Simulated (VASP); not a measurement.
Input of a VASP 6.6.1 run:

The input INCAR:

```
SYSTEM = Ir
ALGO = Normal
EDIFF = 1E-7
EDIFFG = -0.005
ENCUT = 600
GGA = PS
IBRION = 2
ISIF = 3
ISMEAR = -1
LASPH = .TRUE.
LCHARG = .FALSE.
LREAL = .FALSE.
LWAVE = .FALSE.
NELM = 100
NSW = 60
PREC = Accurate
SIGMA = 0.1
```

KPOINTS

```
k-points
0
G
  19 19 19
  0 0 0
```

The input POSCAR:

```
Ir
1.0
    0.0000000000      1.9155237883      1.9155237883
    1.9155237883      0.0000000000      1.9155237883
    1.9155237883      1.9155237883      0.0000000000
Ir
1
Direct
    0.0000000000      0.0000000000      0.0000000000
```

Potentials or basis: VASP PAW PBE potentials, release 64 (Ir).

Launch:

```console
$ cat potpaw_PBE.64/Ir/POTCAR > POTCAR
$ mpirun -np 1 vasp_std > vasp.out
```

(1) Estimate the relaxed cell.

(2) Predict the relaxed volume.

(3) What does it give for the space group after relaxing (to 0.05 Å)?

Results:

(1) a = 2.712 Å, b = 2.712 Å, c = 2.712 Å, α = 60.00°, β = 60.00°, γ = 60.00°.

(2) 14.10 Å³/atom.

(3) Fm-3m (No. 225).

Caveat: the PAW data sets were made with another functional, which shifts forces and pressure a little.
